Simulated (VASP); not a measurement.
# C in VASP: a series of runs

C is run at these levels: PBE; tasks: single point.

All numbers are computed with VASP 6.6.1; they aren't measurements. Logs are shortened: lines on timing, memory, paths and dates and some standing lists are left out, and cuts for length are marked.

## Step 1: The cell of the first run

The cell holds a slab with vacuum, 18 atoms: a = 7.398 Å, b = 7.398 Å, c = 13.000 Å, α = 90.00°, β = 90.00°, γ = 120.00°.

## Step 2: Single point, PBE

Contents of INCAR:

```
PREC = Accurate ; ENCUT = 520
EDIFF = 1E-6 ; ISMEAR = -1
SIGMA = 0.05 ; LREAL = Auto
LASPH = True ; NELM = 100
ALGO = Normal ; ISIF = 2
LWAVE = False ; LCHARG = False
GGA = PE ; NBANDS = 51
```

Contents of KPOINTS:

```
regular mesh
0
Gamma
  2 2 1
```

Contents of POSCAR:

```
C
1.0
    7.3980000000      0.0000000000      0.0000000000
   -3.6990000000      6.4068560000      0.0000000000
    0.0000000000      0.0000000000     13.0000000000
C
18
Direct
   -0.0023792599      0.0120027670      0.0939076923
    0.2090153342      0.1079468619      0.0962692308
   -0.0190109659      0.3313481683      0.0789307692
    0.2198266619      0.4527649755      0.0820461538
   -0.0028417089      0.6647410212      0.0887461538
    0.2156342721      0.7788219370      0.0865538462
    0.3199384618      0.0031372642      0.0975307692
    0.5421938475      0.1236956161      0.0799846154
    0.3214637934      0.3276802226      0.0855615385
    0.5398291760      0.4435404823      0.0815153846
    0.3265565284      0.6674412536      0.0907230769
    0.5505896065      0.7870943252      0.0906307692
    0.6645117054      0.0098019996      0.0851461538
    0.8843373709      0.1155793107      0.0808076923
    0.6436768817      0.3353126713      0.0833230769
    0.8681218661      0.4385146162      0.0821538462
    0.6694359547      0.6796937531      0.0872538462
    0.8901747742      0.7846750419      0.0882923077
```

Potentials or basis: VASP PAW PBE potentials, release 64 (C).

Started as:

```sh
cat potpaw_PBE.64/C/POTCAR > POTCAR
mpirun -np 1 vasp_std > vasp.out
```

OUTCAR:

```text
PREC = Accurate
   ENCUT = 520
   EDIFF = 1E-6
   ISMEAR = -1
   LREAL = Auto
   LASPH = True
   NELM = 100
   ISIF = 2
   GGA = PE

 ion  position               nearest neighbor table
   1  0.998  0.012  0.094-   2 1.36  14 1.40  18 1.46
   2  0.209  0.108  0.096-   1 1.36   7 1.38   9 1.41
   3  0.981  0.331  0.079-  14 1.39  16 1.41   4 1.53
   4  0.220  0.453  0.082-  11 1.38   9 1.46   3 1.53
   5  0.997  0.665  0.089-   6 1.40  18 1.45  16 1.46
   6  0.216  0.779  0.087-   5 1.40  11 1.43   7 1.45
[... 10 lines left out ...]
  17  0.669  0.680  0.087-  18 1.41  12 1.45  10 1.52
  18  0.890  0.785  0.088-  17 1.41   5 1.45   1 1.46

  LATTYP: Found a hexagonal cell.
 ALAT       =     7.3980000000
 C/A-ratio  =     1.7572316842

  Lattice vectors:

 A1 = (   7.3980000000,   0.0000000000,   0.0000000000)
 A2 = (  -3.6990000000,   6.4068560000,   0.0000000000)
 A3 = (   0.0000000000,   0.0000000000,  13.0000000000)

Analysis of symmetry for initial positions (statically):
=====================================================================
 Subroutine PRICEL returns:
 Original cell was already a primitive cell.

 Routine SETGRP: Setting up the symmetry group for a
 hexagonal supercell.

 Subroutine GETGRP returns: Found  1 space group operations
 (whereof  1 operations were pure point group operations)
 out of a pool of 24 trial point group operations.

The static configuration has the point symmetry C_1 .

Analysis of symmetry for dynamics (positions and initial velocities):
=====================================================================
 Subroutine PRICEL returns:
 Original cell was already a primitive cell.

 Routine SETGRP: Setting up the symmetry group for a
 hexagonal supercell.

 Subroutine GETGRP returns: Found  1 space group operations
 (whereof  1 operations were pure point group operations)
 out of a pool of 24 trial point group operations.

The dynamic configuration has the point symmetry C_1 .

 Subroutine INISYM returns: Found  1 space group operations
 (whereof  1 operations are pure point group operations),
 and found     1 'primitive' translations

----------------------------------------------------------------------------------------

                                     Primitive cell

  volume of cell :     616.1730

  direct lattice vectors                    reciprocal lattice vectors
     7.398000000  0.000000000  0.000000000     0.135171668  0.078041398  0.000000000
    -3.699000000  6.406856000  0.000000000     0.000000000  0.156082796  0.000000000
     0.000000000  0.000000000 13.000000000     0.000000000  0.000000000  0.076923077

  length of vectors
     7.398000000  7.398000054 13.000000000     0.156082797  0.156082796  0.076923077

  position of ions in fractional coordinates (direct lattice)
     0.997620740  0.012002767  0.093907692
     0.209015334  0.107946862  0.096269231
     0.980989034  0.331348168  0.078930769
     0.219826662  0.452764976  0.082046154
     0.997158291  0.664741021  0.088746154
     0.215634272  0.778821937  0.086553846
[... 10 lines left out ...]
     0.669435955  0.679693753  0.087253846
     0.890174774  0.784675042  0.088292308

  ion indices of the primitive-cell ions
   primitive index   ion index
                 1           1
                 2           2
                 3           3
                 4           4
                 5           5
                 6           6
[... 10 lines left out ...]
                17          17
                18          18

----------------------------------------------------------------------------------------

 KPOINTS: regular mesh

Automatic generation of k-mesh.
 Grid dimensions read from file:
 generate k-points for:    2    2    1

 Generating k-lattice:

  Cartesian coordinates                     Fractional coordinates (reciprocal lattice)
     0.067585834  0.039020699  0.000000000     0.500000000 -0.000000000  0.000000000
     0.000000000  0.078041398  0.000000000     0.000000000  0.500000000  0.000000000
     0.000000000  0.000000000  0.076923077     0.000000000  0.000000000  1.000000000

  Length of vectors
     0.078041399  0.078041398  0.076923077

  Shift w.r.t. Gamma in fractional coordinates (k-lattice)
     0.000000000  0.000000000  0.000000000

 Subroutine IBZKPT returns following result:
 ===========================================

 Found      4 irreducible k-points:

 Following reciprocal coordinates:
            Coordinates               Weight
  0.000000  0.000000  0.000000      1.000000
  0.500000  0.000000  0.000000      1.000000
  0.000000  0.500000  0.000000      1.000000
  0.500000  0.500000  0.000000      1.000000
   k-points           NKPTS =      4   k-points in BZ     NKDIM =      4   number of bands    NBANDS=     51
   number of dos      NEDOS =    301   number of ions     NIONS =     18
   total plane-waves  NPLWV = 307328
   dimension x,y,z NGX =    56 NGY =   56 NGZ =   98
   dimension x,y,z NGXF=   112 NGYF=  112 NGZF=  196
   ions per type =              18
   NGX,Y,Z   is equivalent  to a cutoff of  12.58, 12.58, 12.53 a.u.
   NGXF,Y,Z  is equivalent  to a cutoff of  25.17, 25.17, 25.06 a.u.
 SYSTEM =  unknown system
   PREC   = accura    normal or accurate (medium, high low for compatibility)
   ISTART =      0    job   : 0-new  1-cont  2-samecut
   ICHARG =      2    charge: 1-file 2-atom 10-const
   ISPIN  =      1    spin polarized calculation?
   LNONCOLLINEAR =      F non collinear calculations
   LSORBIT =      F    spin-orbit coupling
   LASPH  =      T    aspherical Exc in radial PAW
   ENCUT  =  520.0 eV  38.22 Ry    6.18 a.u.  13.76 13.76 24.17*2*pi/ulx,y,z
   NELM   =    100;   NELMIN=  2; NELMDL= -5     # of ELM steps
   EDIFF  = 0.1E-05   stopping-criterion for ELM
   LREAL  =      T    real-space projection
   EDIFFG = 0.1E-04   stopping-criterion for IOM
   NSW    =      0    number of steps for IOM
   IBRION =     -1    ionic relax: 0-MD 1-quasi-New 2-CG
   NFREE  =      0    steps in history (QN), initial steepest desc. (CG)
   ISIF   =      2    stress and relaxation
   ISYM   =      2    0-nonsym 1-usesym 2-fastsym
   POTIM  = 0.5000    time-step for ionic-motion
   TEBEG  =    0.0;   TEEND  =   0.0 temperature during run
   PSTRESS=    0.0 pullay stress
   NELECT =      72.0000    total number of electrons
   NUPDOWN=      -1.0000    fix difference up-down
   EMIN   =  10.00;   EMAX   =-10.00  energy-range for DOS
   EFERMI =   0.00;   METHOD = LEGACY
   ISMEAR =    -1;   SIGMA  =   0.05  broadening in eV -4-tet -1-fermi 0-gaus
   EFERMI_NEDOS =   21; number of points for ismear=-14 and -15
   IALGO  =     38    algorithm
   IMIX   =      4    mixing-type and parameters
     AMIX     =   0.40;   BMIX     =  1.00
     AMIX_MAG =   1.60;   BMIX_MAG =  1.00
  volume/ion in A,a.u.               =      34.23       231.01
  Fermi-wavevector in a.u.,A,eV,Ry     =   0.800359  1.512459  8.715544  0.640574
  Thomas-Fermi vector in A             =   1.907639
   LORBIT       =      0    0 simple, 1 ext, 2 COOP (PROOUT), +10 PAW based schemes
   GGA     = PE    functional components
   LHFCALC =     F    Hartree Fock is set to
   AEXX    =    0.0000 exact exchange contribution
   IVDW    =     0    specifies the selected vdW correction
   LEPSILON=     F    determine dielectric tensor
   LRPA    =     F    only Hartree local field effects (RPA)
 non-spin polarized calculation
  energy-cutoff  :      520.00
  volume of cell :      616.17
 maximum number of plane-waves:     16651
 NGX is ok and might be reduce to    56
   NGX = 27   NGY = 27   NGZ = 49

 number of electron      72.0000002 magnetization

 Free energy of the ion-electron system (eV)
  ---------------------------------------------------
  ext. energy  EPLUGINS =         0.00000000
  ---------------------------------------------------
  free energy    TOTEN  =      -164.16000859 eV

  energy without entropy =     -164.13879834  energy(sigma->0) =     -164.14940347

 E-fermi :  -1.9526     XC(G=0):  -3.3092

 val. band max:       -2.0842177106   @ k =   0.0000   0.0000   0.0000
 cond. band min:      -1.8430991615   @ k =   0.0000   0.0000   0.0000
 fundamental gap:      0.2411185491
 Fermi energy:        -1.9525602134

 k-point     1 :       0.0000    0.0000    0.0000
  band No.  band energies     occupation
      1     -21.4871      2.00000
      2     -19.2250      2.00000
      3     -19.1375      2.00000
      4     -19.0220      2.00000
      5     -18.7292      2.00000
      6     -18.5829      2.00000
[... 40 lines left out ...]
     47       3.2301      0.00000
     48       4.7361      0.00000

 k-point     2 :       0.5000    0.0000    0.0000
  band No.  band energies     occupation
      1     -20.9125      2.00000
      2     -20.7775      2.00000
      3     -19.6366      2.00000
      4     -19.3441      2.00000
      5     -17.3748      2.00000
      6     -17.1060      2.00000
[... 40 lines left out ...]
     47       3.9411      0.00000
     48       3.9546      0.00000

 k-point     3 :       0.0000    0.5000    0.0000
  band No.  band energies     occupation
      1     -20.9970      2.00000
      2     -20.6549      2.00000
      3     -19.5784      2.00000
      4     -19.4876      2.00000
      5     -17.1959      2.00000
      6     -17.0914      2.00000
[... 40 lines left out ...]
     47       3.9461      0.00000
     48       3.9547      0.00000

 k-point     4 :       0.5000    0.5000    0.0000
  band No.  band energies     occupation
      1     -20.9543      2.00000
      2     -20.7194      2.00000
      3     -19.6636      2.00000
      4     -19.3433      2.00000
      5     -17.3828      2.00000
      6     -17.0768      2.00000
[... 40 lines left out ...]
     47       3.9326      0.00000
     48       3.9515      0.00000
 [bands above 48 left out]

------------------------ aborting loop because EDIFF is reached ----------------------------------------

  FORCE on cell =-STRESS in cart. coord.  units (eV):
  Direction    XX          YY          ZZ          XY          YZ          ZX
  --------------------------------------------------------------------------------------
  -------------------------------------------------------------------------------------
  Total        3.3977172      2.9721497     -0.7481754     -0.3277719     -0.2325182      0.0988236
  in kB        8.8347685      7.7282047     -1.9454110     -0.8522749     -0.6045955      0.2569619
  external PRESSURE =       4.8725207 kB  Pullay stress =       0.0000000 kB

 VOLUME and BASIS-vectors are now :
 -----------------------------------------------------------------------------
  energy-cutoff  :      520.00
  volume of cell :      616.17
      direct lattice vectors                 reciprocal lattice vectors
     7.398000000  0.000000000  0.000000000     0.135171668  0.078041398  0.000000000
    -3.699000000  6.406856000  0.000000000     0.000000000  0.156082796  0.000000000
     0.000000000  0.000000000 13.000000000     0.000000000  0.000000000  0.076923077

 POSITION                                       TOTAL-FORCE (eV/Angst)
 -----------------------------------------------------------------------------------
      7.33600      0.07690      1.22080        -1.127564     -4.090022     -0.683338
      1.14700      0.69160      1.25150         1.252376      2.373187     -0.262472
      6.03170      2.12290      1.02610         2.024591      3.052637      0.206450
     -0.04850      2.90080      1.06660        -2.071309     -2.917749      0.369765
      4.91810      4.25890      1.15370        -1.788629      0.131934     -0.632357
     -1.28560      4.98980      1.12520        -0.181206     -0.320663      1.334858
[... 10 lines left out ...]
      2.43830      4.35470      1.13430        -2.073387     -1.893719     -0.260866
      3.68300      5.02730      1.14780        -0.847993      0.489323      0.545106
 -----------------------------------------------------------------------------------
    total drift:                                0.013619      0.003663      0.000141

  FREE ENERGIE OF THE ION-ELECTRON SYSTEM (eV)
  ---------------------------------------------------
  free  energy   TOTEN  =      -164.1600085920 eV

  energy  without entropy=     -164.1387983413  energy(sigma->0) =     -164.14940347
```

Run time: 7.9 min. Hardware: 1 thread of Intel Xeon 8259CL, shared host; peak memory 0.6 GiB.

Results:

| Quantity | Value |
| --- | --- |
| Free energy | -164.1600 eV |
| Largest force | 4.297 eV/Å |

Forces in eV/Å, atoms in the order of the input:
```
C   -1.128 -4.090 -0.683
C    1.252  2.373 -0.262
C    2.025  3.053  0.206
C   -2.071 -2.918  0.370
C   -1.789  0.132 -0.632
C   -0.181 -0.321  1.335
C    1.757 -0.715 -1.715
C    1.544 -3.646  1.595
C   -0.831  2.544  0.066
C   -0.879  2.782  0.720
C    0.260  1.203 -0.826
C    1.806 -0.150 -0.176
C   -1.968 -0.422 -0.448
C   -1.343 -0.771  0.620
C    3.019  0.685 -0.567
C    1.448  1.663  0.113
C   -2.073 -1.894 -0.261
C   -0.848  0.489  0.545
```

Caveat: the k points lie up to 0.49 Å⁻¹ apart; there is no dipole correction, which matters where the two faces differ.

(Part 1 of 2 ends here.)
